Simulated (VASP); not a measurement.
# MgB2 (P6/mmm) in VASP: further runs

The runs below take MgB2 through single point, with PBEsol.

Everything below comes from runs of VASP 6.6.1. Logs are shortened: lines on timing, memory, paths and dates and some standing lists are left out, and cuts for length are marked.

### 1 The cell of the first run

It takes space group P6/mmm (No. 191, hexagonal). Conventional cell: a = 3.135 Å, b = 3.135 Å, c = 3.633 Å, α = 90.00°, β = 90.00°, γ = 120.00°. Within 3.4 Å of Mg (site symmetry 6/mmm) lie 12 B at 2.56 Å and 6 Mg at 3.13 Å. B (site symmetry -6m2) has 3 B at 1.81 Å within 2.4 Å.

### 2 Single point, PBEsol (strained)

INCAR

```
ALGO = Normal ; EDIFF = 1E-6
ENCUT = 520 ; GGA = PS
ISIF = 2 ; ISMEAR = 0
LASPH = True ; LCHARG = False
LREAL = False ; LWAVE = False
NBANDS = 11 ; NELM = 80
PREC = Accurate ; SIGMA = 0.1
```

KPOINTS

```
k-points
0
Gamma
  15 15 12
```

POSCAR

```
MgB2
1.0
    3.1348543169      0.0000000000      0.0000000000
   -1.5674271585      2.7148634756      0.0000000000
    0.0000000000      0.0000000000      3.6327766800
Mg B
1 2
Direct
    0.0000000000      0.0000000000      0.0000000000
    0.3333333333      0.6666666667      0.5000000000
    0.6666666667      0.3333333333      0.5000000000
```

Potentials or basis: VASP PAW PBE potentials, release 64 (Mg, B).

Run with:

```console
cat potpaw_PBE.64/Mg/POTCAR potpaw_PBE.64/B/POTCAR > POTCAR
mpirun -np 1 vasp_std > vasp.out
```

OUTCAR:

```text
EDIFF = 1E-6
   ENCUT = 520
   GGA = PS
   ISIF = 2
   ISMEAR = 0
   LASPH = True
   LREAL = False
   NELM = 80
   PREC = Accurate

 ion  position               nearest neighbor table
   1  0.000  0.000  0.000-   2 2.56   3 2.56   2 2.56   3 2.56   3 2.56   3 2.56   2 2.56   2 2.56
                             3 2.56   3 2.56   2 2.56   2 2.56
   2  0.333  0.667  0.500-   3 1.81   3 1.81   3 1.81   1 2.56   1 2.56   1 2.56   1 2.56   1 2.56
                             1 2.56
   3  0.667  0.333  0.500-   2 1.81   2 1.81   2 1.81   1 2.56   1 2.56   1 2.56   1 2.56   1 2.56
                             1 2.56

  LATTYP: Found a hexagonal cell.
 ALAT       =     3.1348543169
 C/A-ratio  =     1.1588342911

  Lattice vectors:

 A1 = (   3.1348543169,   0.0000000000,   0.0000000000)
 A2 = (  -1.5674271585,   2.7148634756,   0.0000000000)
 A3 = (   0.0000000000,   0.0000000000,   3.6327766800)

Analysis of symmetry for initial positions (statically):
=====================================================================
 Subroutine PRICEL returns:
 Original cell was already a primitive cell.

 Routine SETGRP: Setting up the symmetry group for a
 hexagonal supercell.

 Subroutine GETGRP returns: Found 24 space group operations
 (whereof 24 operations were pure point group operations)
 out of a pool of 24 trial point group operations.

The static configuration has the point symmetry D_6h.

Analysis of symmetry for dynamics (positions and initial velocities):
=====================================================================
 Subroutine PRICEL returns:
 Original cell was already a primitive cell.

 Routine SETGRP: Setting up the symmetry group for a
 hexagonal supercell.

 Subroutine GETGRP returns: Found 24 space group operations
 (whereof 24 operations were pure point group operations)
 out of a pool of 24 trial point group operations.

The dynamic configuration has the point symmetry D_6h.

 Subroutine INISYM returns: Found 24 space group operations
 (whereof 24 operations are pure point group operations),
 and found     1 'primitive' translations

----------------------------------------------------------------------------------------

                                     Primitive cell

  volume of cell :      30.9175

  direct lattice vectors                    reciprocal lattice vectors
     3.134854317  0.000000000  0.000000000     0.318994090  0.184171324  0.000000000
    -1.567427158  2.714863476  0.000000000     0.000000000  0.368342647  0.000000000
     0.000000000  0.000000000  3.632776680     0.000000000  0.000000000  0.275271531

  length of vectors
     3.134854317  3.134854317  3.632776680     0.368342647  0.368342647  0.275271531

  position of ions in fractional coordinates (direct lattice)
     0.000000000  0.000000000  0.000000000
     0.333333333  0.666666667  0.500000000
     0.666666667  0.333333333  0.500000000

  ion indices of the primitive-cell ions
   primitive index   ion index
                 1           1
                 2           2
                 3           3

----------------------------------------------------------------------------------------

 KPOINTS: k-points

Automatic generation of k-mesh.
 Grid dimensions read from file:
 generate k-points for:   15   15   12

 Generating k-lattice:

  Cartesian coordinates                     Fractional coordinates (reciprocal lattice)
     0.021266273  0.012278088  0.000000000     0.066666667 -0.000000000  0.000000000
     0.000000000  0.024556176  0.000000000     0.000000000  0.066666667  0.000000000
     0.000000000  0.000000000  0.022939294     0.000000000  0.000000000  0.083333333

  Length of vectors
     0.024556176  0.024556176  0.022939294

  Shift w.r.t. Gamma in fractional coordinates (k-lattice)
     0.000000000  0.000000000  0.000000000

 Subroutine IBZKPT returns following result:
 ===========================================

 Found    189 irreducible k-points:

 Following reciprocal coordinates:
            Coordinates               Weight
  0.000000  0.000000  0.000000      1.000000
  0.066667 -0.000000  0.000000      6.000000
  0.133333 -0.000000  0.000000      6.000000
  0.200000 -0.000000  0.000000      6.000000
  0.266667 -0.000000  0.000000      6.000000
  0.333333  0.000000  0.000000      6.000000
[... 16 lines left out ...]
  0.333333  0.200000  0.000000     12.000000
  0.400000  0.200000  0.000000      6.000000
 [... further k-points ...]
   k-points           NKPTS =    189   k-points in BZ     NKDIM =    189   number of bands    NBANDS=     11
   number of dos      NEDOS =    301   number of ions     NIONS =      3
   total plane-waves  NPLWV =  16128
   dimension x,y,z NGX =    24 NGY =   24 NGZ =   28
   dimension x,y,z NGXF=    48 NGYF=   48 NGZF=   56
   ions per type =               1   2
   NGX,Y,Z   is equivalent  to a cutoff of  12.73, 12.73, 12.81 a.u.
   NGXF,Y,Z  is equivalent  to a cutoff of  25.46, 25.46, 25.63 a.u.
 SYSTEM =  unknown system
   PREC   = accura    normal or accurate (medium, high low for compatibility)
   ISTART =      0    job   : 0-new  1-cont  2-samecut
   ICHARG =      2    charge: 1-file 2-atom 10-const
   ISPIN  =      1    spin polarized calculation?
   LNONCOLLINEAR =      F non collinear calculations
   LSORBIT =      F    spin-orbit coupling
   LASPH  =      T    aspherical Exc in radial PAW
   ENCUT  =  520.0 eV  38.22 Ry    6.18 a.u.   5.83  5.83  6.75*2*pi/ulx,y,z
   NELM   =     80;   NELMIN=  2; NELMDL= -5     # of ELM steps
   EDIFF  = 0.1E-05   stopping-criterion for ELM
   LREAL  =      F    real-space projection
   EDIFFG = 0.1E-04   stopping-criterion for IOM
   NSW    =      0    number of steps for IOM
   IBRION =     -1    ionic relax: 0-MD 1-quasi-New 2-CG
   NFREE  =      0    steps in history (QN), initial steepest desc. (CG)
   ISIF   =      2    stress and relaxation
   ISYM   =      2    0-nonsym 1-usesym 2-fastsym
   POTIM  = 0.5000    time-step for ionic-motion
   TEBEG  =    0.0;   TEEND  =   0.0 temperature during run
   PSTRESS=    0.0 pullay stress
   NELECT =       8.0000    total number of electrons
   NUPDOWN=      -1.0000    fix difference up-down
   EMIN   =  10.00;   EMAX   =-10.00  energy-range for DOS
   EFERMI =   0.00;   METHOD = LEGACY
   ISMEAR =     0;   SIGMA  =   0.10  broadening in eV -4-tet -1-fermi 0-gaus
   EFERMI_NEDOS =   21; number of points for ismear=-14 and -15
   IALGO  =     38    algorithm
   IMIX   =      4    mixing-type and parameters
     AMIX     =   0.40;   BMIX     =  1.00
     AMIX_MAG =   1.60;   BMIX_MAG =  1.00
  volume/ion in A,a.u.               =      10.31        69.55
  Fermi-wavevector in a.u.,A,eV,Ry     =   1.043206  1.971374 14.806936  1.088279
  Thomas-Fermi vector in A             =   2.177905
   LORBIT       =      0    0 simple, 1 ext, 2 COOP (PROOUT), +10 PAW based schemes
   GGA     = PS    functional components
   LHFCALC =     F    Hartree Fock is set to
   AEXX    =    0.0000 exact exchange contribution
   IVDW    =     0    specifies the selected vdW correction
   LEPSILON=     F    determine dielectric tensor
   LRPA    =     F    only Hartree local field effects (RPA)
 non-spin polarized calculation
 Gauss-broadening in eV      SIGMA  =   0.10
  energy-cutoff  :      520.00
  volume of cell :       30.92
 maximum number of plane-waves:       852
 NGX is ok and might be reduce to    24
   NGX = 11   NGY = 11   NGZ = 13

 number of electron       8.0000000 magnetization

 Free energy of the ion-electron system (eV)
  ---------------------------------------------------
  ext. energy  EPLUGINS =         0.00000000
  ---------------------------------------------------
  free energy    TOTEN  =       -16.13792550 eV

  energy without entropy =      -16.13424802  energy(sigma->0) =      -16.13608676

 E-fermi :   4.7701     XC(G=0): -10.7427

 val. band max:        4.7149548857   @ k =   0.3333   0.1333   0.5000
 cond. band min:       4.7779497764   @ k =   0.0667   0.0667   0.2500
 fundamental gap:      0.0629948907
 Fermi energy:         4.7700687097

 k-point     1 :       0.0000    0.0000    0.0000
  band No.  band energies     occupation
      1      -7.2636      2.00000
      2       1.8256      2.00000
      3       5.1806      0.00000
      4       5.1806      0.00000
      5       6.0115      0.00000
      6      10.9348      0.00000
      7      10.9348      0.00000
      8      12.4492      0.00000
      9      14.2782      0.00000
     10      16.8516      0.00000
     11      20.2500      0.00000

 k-point     2 :       0.0667   -0.0000    0.0000
  band No.  band energies     occupation
      1      -7.1887      2.00000
      2       1.8995      2.00000
      3       4.7857      0.82555
      4       4.9996      0.00117
      5       6.0829      0.00000
      6      10.8611      0.00000
      7      11.2651      0.00000
      8      12.6297      0.00000
      9      14.0151      0.00000
     10      17.2491      0.00000
     11      19.8133      0.00000

 k-point     3 :       0.1333   -0.0000    0.0000
  band No.  band energies     occupation
      1      -6.9646      2.00000
      2       2.1202      2.00000
      3       3.7980      2.00000
      4       4.5619      1.99676
      5       6.3005      0.00000
      6      10.5634      0.00000
      7      12.1463      0.00000
      8      13.1314      0.00000
      9      13.2815      0.00000
     10      18.2806      0.00000
     11      18.9349      0.00000
[... 267 lines left out ...]
 k-point    23 :       0.3333    0.2000    0.0000
  band No.  band energies     occupation
      1      -3.7395      2.00000
      2      -1.5920      2.00000
      3       0.6370      2.00000
      4       5.0986      0.00000
      5       7.8086      0.00000
      6       9.3986      0.00000
      7      10.8905      0.00000
      8      12.2864      0.00000
      9      13.8694      0.00000
     10      15.8274      0.00000
     11      16.9576      0.00000

 k-point    24 :       0.4000    0.2000    0.0000
  band No.  band energies     occupation
      1      -3.0626      2.00000
      2      -2.3615      2.00000
      3       0.5446      2.00000
      4       5.4883      0.00000
      5       7.3416      0.00000
      6       9.9341      0.00000
      7      10.4448      0.00000
      8      12.1839      0.00000
      9      13.7223      0.00000
     10      15.8349      0.00000
     11      17.8768      0.00000

 [... further k-points ...]

------------------------ aborting loop because EDIFF is reached ----------------------------------------

  FORCE on cell =-STRESS in cart. coord.  units (eV):
  Direction    XX          YY          ZZ          XY          YZ          ZX
  --------------------------------------------------------------------------------------
  -------------------------------------------------------------------------------------
  Total       -2.1632665     -2.1632665     -1.9173962      0.0000000      0.0000000      0.0000000
  in kB     -112.1028244   -112.1028244    -99.3615576      0.0000000      0.0000000      0.0000000
  external PRESSURE =    -107.8557354 kB  Pullay stress =       0.0000000 kB

 VOLUME and BASIS-vectors are now :
 -----------------------------------------------------------------------------
  energy-cutoff  :      520.00
  volume of cell :       30.92
      direct lattice vectors                 reciprocal lattice vectors
     3.134854317  0.000000000  0.000000000     0.318994090  0.184171324  0.000000000
    -1.567427158  2.714863476  0.000000000     0.000000000  0.368342647  0.000000000
     0.000000000  0.000000000  3.632776680     0.000000000  0.000000000  0.275271531

 POSITION                                       TOTAL-FORCE (eV/Angst)
 -----------------------------------------------------------------------------------
      0.00000      0.00000      0.00000        -0.000000      0.000000      0.000000
     -0.00000      1.80991      1.81639         0.000000     -0.000000      0.000000
      1.56743      0.90495      1.81639        -0.000000      0.000000     -0.000000
 -----------------------------------------------------------------------------------
    total drift:                                0.000000     -0.000000      0.000000

  FREE ENERGIE OF THE ION-ELECTRON SYSTEM (eV)
  ---------------------------------------------------
  free  energy   TOTEN  =       -16.1379255005 eV

  energy  without entropy=      -16.1342480164  energy(sigma->0) =      -16.13608676
```

It took 26 s on 1 thread of Intel Xeon Platinum 8488C (Sapphire Rapids), shared host; peak memory 0.19 GiB.

What came out:

| Quantity | Value |
| --- | --- |
| Free energy | -16.1379 eV |
| Pressure | -10.8 GPa |
| Band gap on the k mesh | zero (band 4 reaches 6.46 eV, above the bottom of band 5 at 2.89 eV) |

Caveat: the cell differs from its parent crystal (strained); the PAW data sets were made with another functional, which shifts forces and pressure a little.

(Part 1 of 2 ends here.)
